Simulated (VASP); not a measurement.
Input of a VASP 6.6.1 run:

The input INCAR:

```
SYSTEM = GdCu
  PREC = Accurate
  ENCUT = 520
  EDIFF = 1E-6
  ISMEAR = -1
  SIGMA = 0.05
  LREAL = .False.
  LASPH = .True.
  NELM = 150
  ALGO = Normal
  ISIF = 2
  LWAVE = .False.
  LCHARG = .False.
  ISPIN = 2
  MAGMOM = 7 0
  LORBIT = 11
  LMAXMIX = 6
  GGA = CA
  NBANDS = 26
```

File KPOINTS:

```
Automatic mesh
0
Gamma
  11 11 11
  0 0 0
```

POSCAR

```
GdCu
1.0
    3.7214303093      0.0000000000      0.0000000000
    0.0000000000      3.7214303093      0.0000000000
    0.0000000000      0.0000000000      3.7214303093
Gd Cu
1 1
Direct
    0.5000000000      0.5000000000      0.5000000000
    0.0000000000      0.0000000000      0.0000000000
```

Potentials or basis: VASP PAW PBE potentials, release 64 (Gd, Cu).

Run with:

```bash
$ cat potpaw_PBE.64/Gd/POTCAR potpaw_PBE.64/Cu/POTCAR > POTCAR
$ mpirun -np 1 vasp_std > vasp.out
```

Estimate the site moments.

Gd +6.74; Cu +0.00 μB.

Estimate the pressure.

-11.9 GPa.

Predict the net moment.

7.04 μB per cell.

Caveat: the PAW data sets were made with another functional, which shifts forces and pressure a little. The state reached can hang on the start; a lower one may exist.
